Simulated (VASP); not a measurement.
# Sn (Fd-3m) in VASP: a series of runs

The runs below take Sn through single point, with PBEsol.

All numbers are computed with VASP 6.6.1; they aren't measurements. Logs are shortened: lines on timing, memory, paths and dates and some standing lists are left out, and cuts for length are marked.

**1. The cell of the first run**

It takes space group Fd-3m (No. 227, cubic). The conventional cell has a = 6.552 Å, b = 6.552 Å, c = 6.552 Å, α = 90.00°, β = 90.00°, γ = 90.00°. Within 3.7 Å of Sn (site symmetry -43m) lie 4 Sn at 2.84 Å.

**2. Single point, PBEsol**

File INCAR:

```
SYSTEM = Sn
ALGO     = Normal         ! electronic algorithm
EDIFF    = 1E-6           ! SCF threshold, eV
ENCUT    = 520            ! plane-wave cutoff, eV
GGA      = PS             ! functional
ISIF     = 2              ! what is computed and relaxed
ISMEAR   = -1             ! smearing method
LASPH    = .TRUE.         ! aspherical terms in the spheres
LCHARG   = .FALSE.        ! write CHGCAR
LREAL    = .FALSE.        ! projectors in reciprocal space
LWAVE    = .FALSE.        ! write WAVECAR
NBANDS   = 21             ! bands
NELM     = 60             ! most SCF steps
PREC     = Accurate       ! precision mode
SIGMA    = 0.1            ! smearing width, eV
```

File KPOINTS:

```
k-points
0
G
  8 8 8
  0 0 0
```

File POSCAR:

```
Sn
1.0
    0.0000000000      3.2758918662      3.2758918662
    3.2758918662      0.0000000000      3.2758918662
    3.2758918662      3.2758918662      0.0000000000
Sn
2
Direct
    0.0000000000      0.0000000000      0.0000000000
    0.2500000000      0.2500000000      0.2500000000
```

Potentials or basis: VASP PAW PBE potentials, release 64 (Sn_d).

Run with:

```bash
> cat potpaw_PBE.64/Sn_d/POTCAR > POTCAR
> mpirun -np 1 vasp_std > vasp.out
```

OUTCAR:

```text
SYSTEM = Sn
   EDIFF = 1E-6
   ENCUT = 520
   GGA = PS
   ISIF = 2
   ISMEAR = -1
   LASPH = .TRUE.
   LREAL = .FALSE.
   NELM = 60
   PREC = Accurate

 ion  position               nearest neighbor table
   1  0.000  0.000  0.000-   2 2.84   2 2.84   2 2.84   2 2.84
   2  0.250  0.250  0.250-   1 2.84   1 2.84   1 2.84   1 2.84

  LATTYP: Found a face centered cubic cell.
 ALAT       =     6.5517837324

  Lattice vectors:

 A1 = (   0.0000000000,   3.2758918662,   3.2758918662)
 A2 = (   3.2758918662,   0.0000000000,   3.2758918662)
 A3 = (   3.2758918662,   3.2758918662,   0.0000000000)

Analysis of symmetry for initial positions (statically):
=====================================================================
 Subroutine PRICEL returns:
 Original cell was already a primitive cell.

 Routine SETGRP: Setting up the symmetry group for a
 face centered cubic supercell.

 Subroutine GETGRP returns: Found 48 space group operations
 (whereof 24 operations were pure point group operations)
 out of a pool of 48 trial point group operations.

The static configuration has the point symmetry T_d .
 The point group associated with its full space group is O_h .

Analysis of symmetry for dynamics (positions and initial velocities):
=====================================================================
 Subroutine PRICEL returns:
 Original cell was already a primitive cell.

 Routine SETGRP: Setting up the symmetry group for a
 face centered cubic supercell.

 Subroutine GETGRP returns: Found 48 space group operations
 (whereof 24 operations were pure point group operations)
 out of a pool of 48 trial point group operations.

The dynamic configuration has the point symmetry T_d .
 The point group associated with its full space group is O_h .

 Subroutine INISYM returns: Found 48 space group operations
 (whereof 24 operations are pure point group operations),
 and found     1 'primitive' translations

----------------------------------------------------------------------------------------

                                     Primitive cell

  volume of cell :      70.3103

  direct lattice vectors                    reciprocal lattice vectors
     0.000000000  3.275891866  3.275891866    -0.152630191  0.152630191  0.152630191
     3.275891866  0.000000000  3.275891866     0.152630191 -0.152630191  0.152630191
     3.275891866  3.275891866  0.000000000     0.152630191  0.152630191 -0.152630191

  length of vectors
     4.632810706  4.632810706  4.632810706     0.264363245  0.264363245  0.264363245

  position of ions in fractional coordinates (direct lattice)
     0.000000000  0.000000000  0.000000000
     0.250000000  0.250000000  0.250000000

  ion indices of the primitive-cell ions
   primitive index   ion index
                 1           1
                 2           2

----------------------------------------------------------------------------------------

 KPOINTS: k-points

Automatic generation of k-mesh.
 Grid dimensions read from file:
 generate k-points for:    8    8    8

 Generating k-lattice:

  Cartesian coordinates                     Fractional coordinates (reciprocal lattice)
    -0.019078774  0.019078774  0.019078774     0.125000000  0.000000000  0.000000000
     0.019078774 -0.019078774  0.019078774     0.000000000  0.125000000  0.000000000
     0.019078774  0.019078774 -0.019078774     0.000000000  0.000000000  0.125000000

  Length of vectors
     0.033045406  0.033045406  0.033045406

  Shift w.r.t. Gamma in fractional coordinates (k-lattice)
     0.000000000  0.000000000  0.000000000

 Subroutine IBZKPT returns following result:
 ===========================================

 Found     29 irreducible k-points:

 Following reciprocal coordinates:
            Coordinates               Weight
  0.000000  0.000000  0.000000      1.000000
  0.125000  0.000000  0.000000      8.000000
  0.250000  0.000000  0.000000      8.000000
  0.375000  0.000000  0.000000      8.000000
  0.500000  0.000000  0.000000      4.000000
  0.125000  0.125000  0.000000      6.000000
[... 16 lines left out ...]
  0.500000  0.250000  0.125000     48.000000
 -0.375000  0.250000  0.125000     24.000000
 [... further k-points ...]
   k-points           NKPTS =     29   k-points in BZ     NKDIM =     29   number of bands    NBANDS=     21
   number of dos      NEDOS =    301   number of ions     NIONS =      2
   total plane-waves  NPLWV =  46656
   dimension x,y,z NGX =    36 NGY =   36 NGZ =   36
   dimension x,y,z NGXF=    72 NGYF=   72 NGZF=   72
   ions per type =               2
   NGX,Y,Z   is equivalent  to a cutoff of  12.92, 12.92, 12.92 a.u.
   NGXF,Y,Z  is equivalent  to a cutoff of  25.84, 25.84, 25.84 a.u.
 SYSTEM =  Sn
   PREC   = accura    normal or accurate (medium, high low for compatibility)
   ISTART =      0    job   : 0-new  1-cont  2-samecut
   ICHARG =      2    charge: 1-file 2-atom 10-const
   ISPIN  =      1    spin polarized calculation?
   LNONCOLLINEAR =      F non collinear calculations
   LSORBIT =      F    spin-orbit coupling
   LASPH  =      T    aspherical Exc in radial PAW
   ENCUT  =  520.0 eV  38.22 Ry    6.18 a.u.   8.61  8.61  8.61*2*pi/ulx,y,z
   NELM   =     60;   NELMIN=  2; NELMDL= -5     # of ELM steps
   EDIFF  = 0.1E-05   stopping-criterion for ELM
   LREAL  =      F    real-space projection
   EDIFFG = 0.1E-04   stopping-criterion for IOM
   NSW    =      0    number of steps for IOM
   IBRION =     -1    ionic relax: 0-MD 1-quasi-New 2-CG
   NFREE  =      0    steps in history (QN), initial steepest desc. (CG)
   ISIF   =      2    stress and relaxation
   ISYM   =      2    0-nonsym 1-usesym 2-fastsym
   POTIM  = 0.5000    time-step for ionic-motion
   TEBEG  =    0.0;   TEEND  =   0.0 temperature during run
   PSTRESS=    0.0 pullay stress
   NELECT =      28.0000    total number of electrons
   NUPDOWN=      -1.0000    fix difference up-down
   EMIN   =  10.00;   EMAX   =-10.00  energy-range for DOS
   EFERMI =   0.00;   METHOD = LEGACY
   ISMEAR =    -1;   SIGMA  =   0.10  broadening in eV -4-tet -1-fermi 0-gaus
   EFERMI_NEDOS =   21; number of points for ismear=-14 and -15
   IALGO  =     38    algorithm
   IMIX   =      4    mixing-type and parameters
     AMIX     =   0.40;   BMIX     =  1.00
     AMIX_MAG =   1.60;   BMIX_MAG =  1.00
  volume/ion in A,a.u.               =      35.16       237.24
  Fermi-wavevector in a.u.,A,eV,Ry     =   1.204448  2.276076 19.737894  1.450694
  Thomas-Fermi vector in A             =   2.340172
   LORBIT       =      0    0 simple, 1 ext, 2 COOP (PROOUT), +10 PAW based schemes
   GGA     = PS    functional components
   LHFCALC =     F    Hartree Fock is set to
   AEXX    =    0.0000 exact exchange contribution
   IVDW    =     0    specifies the selected vdW correction
   LEPSILON=     F    determine dielectric tensor
   LRPA    =     F    only Hartree local field effects (RPA)
 non-spin polarized calculation
  energy-cutoff  :      520.00
  volume of cell :       70.31
 maximum number of plane-waves:      1924
 NGX is ok and might be reduce to    36
   NGX = 17   NGY = 17   NGZ = 17

 number of electron      27.9999985 magnetization

 Free energy of the ion-electron system (eV)
  ---------------------------------------------------
  ext. energy  EPLUGINS =         0.00000000
  ---------------------------------------------------
  free energy    TOTEN  =        -8.46132657 eV

  energy without entropy =       -8.45150860  energy(sigma->0) =       -8.45641758

 E-fermi :   5.1392     XC(G=0):  -8.9415

 val. band max:        5.0739212241   @ k =   0.5000   0.0000   0.0000
 cond. band min:       5.1720666059   @ k =   0.3750   0.0000   0.0000
 fundamental gap:      0.0981453818
 Fermi energy:         5.1391805464

 k-point     1 :       0.0000    0.0000    0.0000
  band No.  band energies     occupation
      1     -16.3535      2.00000
      2     -16.3535      2.00000
      3     -16.3535      2.00000
      4     -16.2969      2.00000
      5     -16.2969      2.00000
      6     -16.0080      2.00000
[... 13 lines left out ...]
     20      13.0919      0.00000
     21      13.0919      0.00000

 k-point     2 :       0.1250    0.0000    0.0000
  band No.  band energies     occupation
      1     -16.3634      2.00000
      2     -16.3634      2.00000
      3     -16.3499      2.00000
      4     -16.2828      2.00000
      5     -16.2828      2.00000
      6     -16.0296      2.00000
[... 13 lines left out ...]
     20      12.2217      0.00000
     21      12.2217      0.00000

 k-point     3 :       0.2500    0.0000    0.0000
  band No.  band energies     occupation
      1     -16.3772      2.00000
      2     -16.3772      2.00000
      3     -16.3411      2.00000
      4     -16.2600      2.00000
      5     -16.2600      2.00000
      6     -16.0504      2.00000
[... 13 lines left out ...]
     20      12.0075      0.00000
     21      12.0075      0.00000

 k-point     4 :       0.3750    0.0000    0.0000
  band No.  band energies     occupation
      1     -16.3850      2.00000
      2     -16.3850      2.00000
      3     -16.3318      2.00000
      4     -16.2449      2.00000
      5     -16.2449      2.00000
      6     -16.0622      2.00000
[... 13 lines left out ...]
     20      12.8071      0.00000
     21      12.8071      0.00000

 k-point     5 :       0.5000    0.0000    0.0000
  band No.  band energies     occupation
      1     -16.3873      2.00000
      2     -16.3873      2.00000
      3     -16.3278      2.00000
      4     -16.2403      2.00000
      5     -16.2403      2.00000
      6     -16.0655      2.00000
[... 13 lines left out ...]
     20      13.7847      0.00000
     21      13.8557      0.00000

 k-point     6 :       0.1250    0.1250    0.0000
  band No.  band energies     occupation
      1     -16.3615      2.00000
      2     -16.3615      2.00000
      3     -16.3602      2.00000
      4     -16.2854      2.00000
      5     -16.2678      2.00000
      6     -16.0581      2.00000
[... 13 lines left out ...]
     20      11.2546      0.00000
     21      13.2637      0.00000

 k-point     7 :       0.2500    0.1250    0.0000
  band No.  band energies     occupation
      1     -16.3804      2.00000
      2     -16.3728      2.00000
      3     -16.3471      2.00000
      4     -16.2671      2.00000
      5     -16.2417      2.00000
      6     -16.0861      2.00000
[... 13 lines left out ...]
     20      12.0758      0.00000
     21      12.9331      0.00000
[... 291 lines left out ...]
      1     -16.4219      2.00000
      2     -16.4019      2.00000
      3     -16.2728      2.00000
      4     -16.1952      2.00000
      5     -16.1628      2.00000
      6     -16.1443      2.00000
[... 13 lines left out ...]
     20      13.1336      0.00000
     21      15.7817      0.00000

 k-point    21 :       0.5000    0.5000    0.0000
  band No.  band energies     occupation
      1     -16.4015      2.00000
      2     -16.4015      2.00000
      3     -16.2740      2.00000
      4     -16.2740      2.00000
      5     -16.1475      2.00000
      6     -16.1475      2.00000
[... 13 lines left out ...]
     20      14.2129      0.00000
     21      15.4539      0.00000

 k-point    22 :       0.3750    0.2500    0.1250
  band No.  band energies     occupation
      1     -16.3906      2.00000
      2     -16.3895      2.00000
      3     -16.3282      2.00000
      4     -16.2495      2.00000
      5     -16.2137      2.00000
      6     -16.1156      2.00000
[... 13 lines left out ...]
     20      12.9972      0.00000
     21      13.3848      0.00000

 k-point    23 :       0.5000    0.2500    0.1250
  band No.  band energies     occupation
      1     -16.4080      2.00000
      2     -16.3973      2.00000
      3     -16.2985      2.00000
      4     -16.2291      2.00000
      5     -16.1962      2.00000
      6     -16.1288      2.00000
[... 13 lines left out ...]
     20      12.8242      0.00000
     21      14.0689      0.00000

 k-point    24 :      -0.3750    0.2500    0.1250
  band No.  band energies     occupation
      1     -16.4149      2.00000
      2     -16.3995      2.00000
      3     -16.2846      2.00000
      4     -16.2141      2.00000
      5     -16.1977      2.00000
      6     -16.1234      2.00000
[... 13 lines left out ...]
     20      13.6057      0.00000
     21      14.1061      0.00000

 [... further k-points ...]
[... 5 lines left out ...]
  --------------------------------------------------------------------------------------
  -------------------------------------------------------------------------------------
  Total       -0.0989664     -0.0989664     -0.0989664      0.0000000      0.0000000     -0.0000000
  in kB       -2.2551718     -2.2551718     -2.2551718      0.0000000      0.0000000     -0.0000000
  external PRESSURE =      -2.2551718 kB  Pullay stress =       0.0000000 kB

 VOLUME and BASIS-vectors are now :
 -----------------------------------------------------------------------------
  energy-cutoff  :      520.00
  volume of cell :       70.31
      direct lattice vectors                 reciprocal lattice vectors
     0.000000000  3.275891866  3.275891866    -0.152630191  0.152630191  0.152630191
     3.275891866  0.000000000  3.275891866     0.152630191 -0.152630191  0.152630191
     3.275891866  3.275891866  0.000000000     0.152630191  0.152630191 -0.152630191

 POSITION                                       TOTAL-FORCE (eV/Angst)
 -----------------------------------------------------------------------------------
      0.00000      0.00000      0.00000        -0.000000     -0.000000     -0.000000
      1.63795      1.63795      1.63795         0.000000      0.000000      0.000000
 -----------------------------------------------------------------------------------
    total drift:                                0.000000      0.000000      0.000000

  FREE ENERGIE OF THE ION-ELECTRON SYSTEM (eV)
  ---------------------------------------------------
  free  energy   TOTEN  =        -8.4613265661 eV

  energy  without entropy=       -8.4515086003  energy(sigma->0) =       -8.45641758
```

Wall time 62 s (1 thread of AMD EPYC 7R43 (Zen 3), shared host); peak memory 0.18 GiB.

What came out:

| Item | Value |
| --- | --- |
| Free energy | -8.4613 eV |
| Pressure | -0.2 GPa |
| Band gap on the k mesh | zero (band 14 reaches 5.28 eV, above the bottom of band 15 at 5.07 eV) |

Levels at points of the mesh, in eV from the Fermi level:
| k point | band 12 | band 13 | band 14 | band 15 | band 16 | band 17 |
| --- | --- | --- | --- | --- | --- | --- |
| (0.00, 0.00, 0.00) | -0.84 | 0.14 | 0.14 | 0.14 | 2.20 | 2.20 |
| (0.50, 0.00, 0.00) | -6.17 | -1.02 | -1.02 | -0.07 | 3.25 | 3.25 |
| (0.50, 0.50, 0.00) | -7.39 | -2.33 | -2.33 | 0.84 | 0.84 | 7.58 |

Caveat: the PAW data sets were made with another functional, which shifts forces and pressure a little; spin-orbit coupling is left out, which moves the levels of the heavy elements.

**3. Single point, PBEsol**

This run uses another cell than the first one, of 35.83 Å³/atom, 1.019 times its volume.

File INCAR:

```
SYSTEM = Sn
  PREC = Accurate
  ENCUT = 520
  EDIFF = 1E-6
  ISMEAR = -1
  SIGMA = 0.1
  LREAL = .False.
  LASPH = .True.
  NELM = 80
  ALGO = Normal
  ISIF = 2
  LWAVE = .False.
  LCHARG = .False.
  GGA = PS
  NBANDS = 21
```

File KPOINTS:

```
Automatic mesh
0
Gamma
  8 8 8
  0 0 0
```

File POSCAR:

```
Sn
1.0
    0.0000000000      3.2967579821      3.2967579821
    3.2967579821      0.0000000000      3.2967579821
    3.2967579821      3.2967579821      0.0000000000
Sn
2
Direct
    0.0000000000      0.0000000000      0.0000000000
    0.2500000000      0.2500000000      0.2500000000
```

Potentials or basis: VASP PAW PBE potentials, release 64 (Sn_d).

Run with:

```bash
> cat potpaw_PBE.64/Sn_d/POTCAR > POTCAR
> mpirun -np 1 vasp_std > vasp.out
```

Wall time 58 s (1 thread of AMD EPYC 7R43 (Zen 3), shared host); peak memory 0.17 GiB.

The run converged. Its results:

| Quantity | Value |
| --- | --- |
| Free energy | -8.4568 eV |
| Pressure | -1.0 GPa |
| Band gap on the k mesh | zero (band 14 reaches 5.08 eV, above the bottom of band 15 at 4.85 eV) |

Levels at points of the mesh, in eV from the Fermi level:
| k point | band 10 | band 11 | band 12 | band 13 | band 14 | band 15 | band 16 | band 17 | band 18 | band 19 |
| --- | --- | --- | --- | --- | --- | --- | --- | --- | --- | --- |
| (0.00, 0.00, 0.00) | -21.12 | -10.26 | -0.96 | 0.15 | 0.15 | 0.15 | 2.20 | 2.20 | 2.20 | 4.88 |
| (0.50, 0.00, 0.00) | -21.07 | -8.73 | -6.09 | -0.99 | -0.99 | -0.09 | 3.25 | 3.25 | 5.61 | 8.25 |
| (0.50, 0.50, 0.00) | -21.05 | -7.32 | -7.32 | -2.26 | -2.26 | 0.87 | 0.87 | 7.47 | 7.47 | 8.95 |

Caveat: the PAW data sets were made with another functional, which shifts forces and pressure a little; spin-orbit coupling is left out, which moves the levels of the heavy elements.
